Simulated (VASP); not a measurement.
# Pt12S in VASP: single point with PBE

Aim: the single point of Pt12S with PBE.

Everything below comes from runs of VASP 6.6.1. Logs are shortened: lines on timing, memory, paths and dates and some standing lists are left out, and cuts for length are marked.

## 1. The cell of the first run

The cell holds a slab with vacuum, 13 atoms: a = 5.614 Å, b = 5.614 Å, c = 19.351 Å, α = 90.00°, β = 90.00°, γ = 90.00°.

## 2. Single point, PBE

The input, INCAR:

```
PREC = Accurate ; ENCUT = 520
EDIFF = 1E-6 ; ISMEAR = 0
SIGMA = 0.1 ; LREAL = False
LASPH = True ; NELM = 60
ALGO = Normal ; ISIF = 2
LWAVE = False ; LCHARG = False
LDIPOL = True ; IDIPOL = 3
DIPOL = 0.5 0.5 0.320 ; GGA = PE
NBANDS = 75
```

The input, KPOINTS:

```
regular mesh
0
Gamma
  5 5 1
```

The input, POSCAR:

```
Pt12S
1.0
    5.6143281323      0.0000000000      0.0000000000
    0.0000000000      5.6143281323      0.0000000000
    0.0000000000      0.0000000000     19.3513792169
Pt S
12 1
Direct
    0.2500000000      0.2500000000      0.2067036130
    0.2500000000      0.7500000000      0.2067036130
    0.7500000000      0.2500000000      0.2067036130
    0.7500000000      0.7500000000      0.2067036130
    0.0000000000      0.0000000000      0.3062504943
    0.0000000000      0.5000000000      0.3062504943
    0.5000000000      0.0000000000      0.3062504943
    0.5000000000      0.5000000000      0.3062504943
    0.2500000000      0.2500000000      0.4057271127
    0.2500000000      0.7500000000      0.4057271127
    0.7500000000      0.2500000000      0.4057271127
    0.7500000000      0.7500000000      0.4057271127
    0.4166666667      0.4166666667      0.4911982075
```

Potentials or basis: VASP PAW PBE potentials, release 64 (Pt, S).

Started as:

```sh
cat potpaw_PBE.64/Pt/POTCAR potpaw_PBE.64/S/POTCAR > POTCAR
mpirun -np 1 vasp_std > vasp.out
```

OUTCAR:

```text
PREC = Accurate
   ENCUT = 520
   EDIFF = 1E-6
   ISMEAR = 0
   LREAL = False
   LASPH = True
   NELM = 60
   ISIF = 2
   GGA = PE

 ion  position               nearest neighbor table
   1  0.250  0.250  0.207-   5 2.77   6 2.77   7 2.77   8 2.77   2 2.81   3 2.81   2 2.81   3 2.81

   2  0.250  0.750  0.207-   5 2.77   6 2.77   7 2.77   8 2.77   1 2.81   4 2.81   1 2.81   4 2.81

   3  0.750  0.250  0.207-   5 2.77   6 2.77   7 2.77   8 2.77   1 2.81   4 2.81   4 2.81   1 2.81

   4  0.750  0.750  0.207-   5 2.77   6 2.77   7 2.77   8 2.77   2 2.81   3 2.81   3 2.81   2 2.81

   5  0.000  0.000  0.306-   9 2.77  10 2.77  11 2.77  12 2.77   1 2.77   2 2.77   3 2.77   4 2.77
                             6 2.81   7 2.81   6 2.81   7 2.81
   6  0.000  0.500  0.306-   9 2.77  10 2.77  11 2.77  12 2.77   1 2.77   2 2.77   3 2.77   4 2.77
                             5 2.81   8 2.81   5 2.81   8 2.81
   7  0.500  0.000  0.306-   9 2.77  10 2.77  11 2.77  12 2.77   1 2.77   2 2.77   3 2.77   4 2.77
                             5 2.81   8 2.81   8 2.81   5 2.81
   8  0.500  0.500  0.306-   9 2.77  10 2.77  11 2.77  12 2.77   1 2.77   2 2.77   3 2.77   4 2.77
                             6 2.81   7 2.81   7 2.81   6 2.81
   9  0.250  0.250  0.406-  13 2.12   6 2.77   7 2.77   8 2.77   5 2.77  11 2.81  10 2.81  10 2.81
                            11 2.81
  10  0.250  0.750  0.406-  13 2.67   6 2.77   7 2.77   8 2.77   5 2.77  12 2.81   9 2.81   9 2.81
                            12 2.81
  11  0.750  0.250  0.406-  13 2.67   6 2.77   7 2.77   8 2.77   5 2.77  12 2.81   9 2.81  12 2.81
                             9 2.81
  12  0.750  0.750  0.406-   5 2.77   6 2.77   7 2.77   8 2.77  10 2.81  11 2.81  11 2.81  10 2.81
                            13 3.12
  13  0.417  0.417  0.491-   9 2.12  10 2.67  11 2.67  12 3.12

  LATTYP: Found a simple tetragonal cell.
 ALAT       =     5.6143281323
 C/A-ratio  =     3.4467845058

  Lattice vectors:

 A1 = (   5.6143281323,   0.0000000000,   0.0000000000)
 A2 = (   0.0000000000,   5.6143281323,   0.0000000000)
 A3 = (   0.0000000000,   0.0000000000,  19.3513792169)

Analysis of symmetry for initial positions (statically):
=====================================================================
 Subroutine PRICEL returns:
 Original cell was already a primitive cell.

 Routine SETGRP: Setting up the symmetry group for a
 simple tetragonal supercell.

 Subroutine GETGRP returns: Found  2 space group operations
 (whereof  2 operations were pure point group operations)
 out of a pool of 16 trial point group operations.

The static configuration has the point symmetry C_1h.

Analysis of symmetry for dynamics (positions and initial velocities):
=====================================================================
 Subroutine PRICEL returns:
 Original cell was already a primitive cell.

 Routine SETGRP: Setting up the symmetry group for a
 simple tetragonal supercell.

 Subroutine GETGRP returns: Found  2 space group operations
 (whereof  2 operations were pure point group operations)
 out of a pool of 16 trial point group operations.

The dynamic configuration has the point symmetry C_1h.

 Subroutine INISYM returns: Found  2 space group operations
 (whereof  2 operations are pure point group operations),
 and found     1 'primitive' translations

----------------------------------------------------------------------------------------

                                     Primitive cell

  volume of cell :     609.9686

  direct lattice vectors                    reciprocal lattice vectors
     5.614328132  0.000000000  0.000000000     0.178115703  0.000000000  0.000000000
     0.000000000  5.614328132  0.000000000     0.000000000  0.178115703  0.000000000
     0.000000000  0.000000000 19.351379217     0.000000000  0.000000000  0.051675903

  length of vectors
     5.614328132  5.614328132 19.351379217     0.178115703  0.178115703  0.051675903

  position of ions in fractional coordinates (direct lattice)
     0.250000000  0.250000000  0.206703613
     0.250000000  0.750000000  0.206703613
     0.750000000  0.250000000  0.206703613
     0.750000000  0.750000000  0.206703613
     0.000000000  0.000000000  0.306250494
     0.000000000  0.500000000  0.306250494
     0.500000000  0.000000000  0.306250494
     0.500000000  0.500000000  0.306250494
     0.250000000  0.250000000  0.405727113
     0.250000000  0.750000000  0.405727113
     0.750000000  0.250000000  0.405727113
     0.750000000  0.750000000  0.405727113
     0.416666667  0.416666667  0.491198207

  ion indices of the primitive-cell ions
   primitive index   ion index
                 1           1
                 2           2
                 3           3
                 4           4
                 5           5
                 6           6
                 7           7
                 8           8
                 9           9
                10          10
                11          11
                12          12
                13          13

----------------------------------------------------------------------------------------

 KPOINTS: regular mesh

Automatic generation of k-mesh.
 Grid dimensions read from file:
 generate k-points for:    5    5    1

 Generating k-lattice:

  Cartesian coordinates                     Fractional coordinates (reciprocal lattice)
     0.035623141  0.000000000  0.000000000     0.200000000  0.000000000  0.000000000
     0.000000000  0.035623141  0.000000000     0.000000000  0.200000000  0.000000000
     0.000000000  0.000000000  0.051675903     0.000000000  0.000000000  1.000000000

  Length of vectors
     0.035623141  0.035623141  0.051675903

  Shift w.r.t. Gamma in fractional coordinates (k-lattice)
     0.000000000  0.000000000  0.000000000

 Subroutine IBZKPT returns following result:
 ===========================================

 Found      9 irreducible k-points:

 Following reciprocal coordinates:
            Coordinates               Weight
  0.000000  0.000000  0.000000      1.000000
  0.200000  0.000000  0.000000      4.000000
  0.400000  0.000000  0.000000      4.000000
  0.200000  0.200000  0.000000      2.000000
 -0.200000  0.200000  0.000000      2.000000
  0.400000  0.200000  0.000000      4.000000
 -0.200000  0.400000  0.000000      4.000000
  0.400000  0.400000  0.000000      2.000000
 -0.400000  0.400000  0.000000      2.000000
   k-points           NKPTS =      9   k-points in BZ     NKDIM =      9   number of bands    NBANDS=     75
   number of dos      NEDOS =    301   number of ions     NIONS =     13
   total plane-waves  NPLWV = 254016
   dimension x,y,z NGX =    42 NGY =   42 NGZ =  144
   dimension x,y,z NGXF=    84 NGYF=   84 NGZF=  288
   ions per type =              12   1
   NGX,Y,Z   is equivalent  to a cutoff of  12.44, 12.44, 12.37 a.u.
   NGXF,Y,Z  is equivalent  to a cutoff of  24.87, 24.87, 24.74 a.u.
 SYSTEM =  unknown system
   PREC   = accura    normal or accurate (medium, high low for compatibility)
   ISTART =      0    job   : 0-new  1-cont  2-samecut
   ICHARG =      2    charge: 1-file 2-atom 10-const
   ISPIN  =      1    spin polarized calculation?
   LNONCOLLINEAR =      F non collinear calculations
   LSORBIT =      F    spin-orbit coupling
   LASPH  =      T    aspherical Exc in radial PAW
   ENCUT  =  520.0 eV  38.22 Ry    6.18 a.u.  10.44 10.44 35.98*2*pi/ulx,y,z
   NELM   =     60;   NELMIN=  2; NELMDL= -5     # of ELM steps
   EDIFF  = 0.1E-05   stopping-criterion for ELM
   LREAL  =      F    real-space projection
   EDIFFG = 0.1E-04   stopping-criterion for IOM
   NSW    =      0    number of steps for IOM
   IBRION =     -1    ionic relax: 0-MD 1-quasi-New 2-CG
   NFREE  =      0    steps in history (QN), initial steepest desc. (CG)
   ISIF   =      2    stress and relaxation
   ISYM   =      2    0-nonsym 1-usesym 2-fastsym
   POTIM  = 0.5000    time-step for ionic-motion
   TEBEG  =    0.0;   TEEND  =   0.0 temperature during run
   PSTRESS=    0.0 pullay stress
   NELECT =     126.0000    total number of electrons
   NUPDOWN=      -1.0000    fix difference up-down
   EMIN   =  10.00;   EMAX   =-10.00  energy-range for DOS
   EFERMI =   0.00;   METHOD = LEGACY
   ISMEAR =     0;   SIGMA  =   0.10  broadening in eV -4-tet -1-fermi 0-gaus
   EFERMI_NEDOS =   21; number of points for ismear=-14 and -15
   IALGO  =     38    algorithm
   IMIX   =      4    mixing-type and parameters
     AMIX     =   0.40;   BMIX     =  1.00
     AMIX_MAG =   1.60;   BMIX_MAG =  1.00
  volume/ion in A,a.u.               =      46.92       316.64
  Fermi-wavevector in a.u.,A,eV,Ry     =   0.967749  1.828780 12.742362  0.936537
  Thomas-Fermi vector in A             =   2.097660
   LORBIT       =      0    0 simple, 1 ext, 2 COOP (PROOUT), +10 PAW based schemes
   GGA     = PE    functional components
   LHFCALC =     F    Hartree Fock is set to
   AEXX    =    0.0000 exact exchange contribution
   IVDW    =     0    specifies the selected vdW correction
   LEPSILON=     F    determine dielectric tensor
   LRPA    =     F    only Hartree local field effects (RPA)
 non-spin polarized calculation
 Gauss-broadening in eV      SIGMA  =   0.10
  energy-cutoff  :      520.00
  volume of cell :      609.97
 maximum number of plane-waves:     16469
 NGX is ok and might be reduce to    42
   NGX = 21   NGY = 21   NGZ = 71

 dipolmoment           0.000000      0.000000      0.019869 electrons x Angstroem

 number of electron     126.0000011 magnetization

 dipolmoment           0.000000      0.000000     -0.060863 electrons x Angstroem

 Free energy of the ion-electron system (eV)
  ---------------------------------------------------
  ext. energy  EPLUGINS =         0.00000000
  ---------------------------------------------------
  free energy    TOTEN  =       -71.37172186 eV

  energy without entropy =      -71.22460990  energy(sigma->0) =      -71.29816588

 E-fermi :  -0.2280     XC(G=0):  -5.3005

 val. band max:       -0.2323316252   @ k =   0.0000   0.0000   0.0000
 cond. band min:      -0.2271360672   @ k =   0.4000   0.2000   0.0000
 fundamental gap:      0.0051955580
 Fermi energy:        -0.2280205535

 k-point     1 :       0.0000    0.0000    0.0000
  band No.  band energies     occupation
      1     -13.7532      2.00000
      2      -9.0668      2.00000
      3      -6.8490      2.00000
      4      -6.8462      2.00000
      5      -6.7564      2.00000
      6      -6.6588      2.00000
[... 67 lines left out ...]
     74       2.9219      0.00000
     75       3.3326      0.00000

 k-point     2 :       0.2000    0.0000    0.0000
  band No.  band energies     occupation
      1     -13.7428      2.00000
      2      -8.8438      2.00000
      3      -6.9707      2.00000
      4      -6.7066      2.00000
      5      -6.6338      2.00000
      6      -6.5123      2.00000
[... 67 lines left out ...]
     74       3.0323      0.00000
     75       3.1736      0.00000

 k-point     3 :       0.4000    0.0000    0.0000
  band No.  band energies     occupation
      1     -13.7261      2.00000
      2      -8.2463      2.00000
      3      -7.4998      2.00000
      4      -6.5435      2.00000
      5      -6.3712      2.00000
      6      -6.1821      2.00000
[... 457 lines left out ...]
     74       3.6589      0.00000
     75       3.8196      0.00000

 k-point     9 :      -0.4000    0.4000    0.0000
  band No.  band energies     occupation
      1     -13.7047      2.00000
      2      -7.4047      2.00000
      3      -6.8314      2.00000
      4      -6.6484      2.00000
      5      -6.2073      2.00000
      6      -5.8482      2.00000
[... 67 lines left out ...]
     74       3.4232      0.00000
     75       3.9273      0.00000

------------------------ aborting loop because EDIFF is reached ----------------------------------------

 vacuum level on the upper side and lower side of the slab       (xc-potential included)        -0.288         0.064

  FORCE on cell =-STRESS in cart. coord.  units (eV):
  Direction    XX          YY          ZZ          XY          YZ          ZX
  --------------------------------------------------------------------------------------
  -------------------------------------------------------------------------------------
  Total       -9.9478162     -9.9478162      2.9546847      2.1757687      2.4664909      2.4664911
  in kB      -26.1294838    -26.1294838      7.7609380      5.7149943      6.4786213      6.4786219
  external PRESSURE =     -14.8326765 kB  Pullay stress =       0.0000000 kB

 VOLUME and BASIS-vectors are now :
 -----------------------------------------------------------------------------
  energy-cutoff  :      520.00
  volume of cell :      609.97
      direct lattice vectors                 reciprocal lattice vectors
     5.614328132  0.000000000  0.000000000     0.178115703  0.000000000  0.000000000
     0.000000000  5.614328132  0.000000000     0.000000000  0.178115703  0.000000000
     0.000000000  0.000000000 19.351379217     0.000000000  0.000000000  0.051675903

 POSITION                                       TOTAL-FORCE (eV/Angst)
 -----------------------------------------------------------------------------------
      1.40358      1.40358      4.00000        -0.001248     -0.001248      0.059924
      1.40358      4.21075      4.00000         0.003306     -0.029988     -0.005593
      4.21075      1.40358      4.00000        -0.029988      0.003306     -0.005593
      4.21075      4.21075      4.00000        -0.041832     -0.041832     -0.196474
      0.00000      0.00000      5.92637         0.060781      0.060781      0.565580
      0.00000      2.80716      5.92637        -0.077486      0.021026     -0.545580
      2.80716      0.00000      5.92637         0.021026     -0.077486     -0.545580
      2.80716      2.80716      5.92637         0.111337      0.111337     -0.804440
      1.40358      1.40358      7.85138        -1.702572     -1.702572     -0.554218
      1.40358      4.21075      7.85138         0.062895      0.043063      0.930136
      4.21075      1.40358      7.85138         0.043063      0.062895      0.930136
      4.21075      4.21075      7.85138         0.087804      0.087804      0.173105
      2.33930      2.33930      9.50536         1.462913      1.462913     -0.001400
 -----------------------------------------------------------------------------------
    total drift:                                0.000109      0.000109      0.000038

  FREE ENERGIE OF THE ION-ELECTRON SYSTEM (eV)
  ---------------------------------------------------
  free  energy   TOTEN  =       -71.3717218601 eV

  energy  without entropy=      -71.2246098974  energy(sigma->0) =      -71.29816588

 vacuum level on the upper side and lower side of the slab         4.981         5.343
```

Wall time 17 min (1 thread of Intel Xeon Platinum 8488C (Sapphire Rapids), shared host); peak memory 0.7 GiB.

Results:

* Free energy: -71.3717 eV
* Largest force: 2.471 eV/Å
* Band gap on the k mesh: zero (bands 63 and 64 overlap by 0.20 eV)

Forces in eV/Å, atoms in the order of the input:
```
Pt  -0.001 -0.001  0.060
Pt   0.003 -0.030 -0.006
Pt  -0.030  0.003 -0.006
Pt  -0.042 -0.042 -0.196
Pt   0.061  0.061  0.566
Pt  -0.077  0.021 -0.546
Pt   0.021 -0.077 -0.546
Pt   0.111  0.111 -0.804
Pt  -1.703 -1.703 -0.554
Pt   0.063  0.043  0.930
Pt   0.043  0.063  0.930
Pt   0.088  0.088  0.173
S    1.463  1.463 -0.001
```

Caveat: spin-orbit coupling is left out, which moves the levels of the heavy elements.
